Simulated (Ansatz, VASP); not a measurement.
## Si8N: VASP beside Ansatz

```xyz
9
Lattice="6.2537 0.0000 0.0000 0.0000 6.2537 0.0000 0.0000 0.0000 3.7383" Properties=species:S:1:pos:R:3 pbc="T T T"
Si    1.2518    3.1269    1.8692
Si    5.0019    3.1269    1.8692
Si    3.1269    1.2518    1.8692
Si    3.1269    5.0019    1.8692
Si    4.4014    0.0000    0.0000
Si    1.8523    0.0000    0.0000
Si    0.0000    4.4014    0.0000
Si    0.0000    1.8523    0.0000
N     3.1269    3.1269    1.8692
```

Alike in both runs: task relaxation of cell and atoms; functional PBE; k mesh 4 × 4 × 6; occupations gaussian, width 0.1 eV; no spin polarisation.

```csv
,VASP,Ansatz
version,VASP 6.6.1,Ansatz 0.2.0
potentials or method,"VASP PAW PBE potentials, release 64 (Si, N), cutoff 600 eV","scalar-relativistic, plane waves, PAW"
valence electrons in the cell,37,37
```

Ansatz gave:

| Property | Result |
| --- | --- |
| gap on the k mesh at the Fermi level, each at its own relaxed structure (eV) | none |
| relaxed volume (Å³/atom) | 15.38 |
| relaxed length of the cell vector where the two differ most in proportion (Å) | 3.360 |

Task: What did VASP give for the same quantities?

Result: gap on the k mesh at the Fermi level, each at its own relaxed structure (eV): none; relaxed volume (Å³/atom): 15.40; relaxed length of the cell vector where the two differ most in proportion (Å): 3.368.

A gap of «none» marks a metal or a gap that the smearing closes.
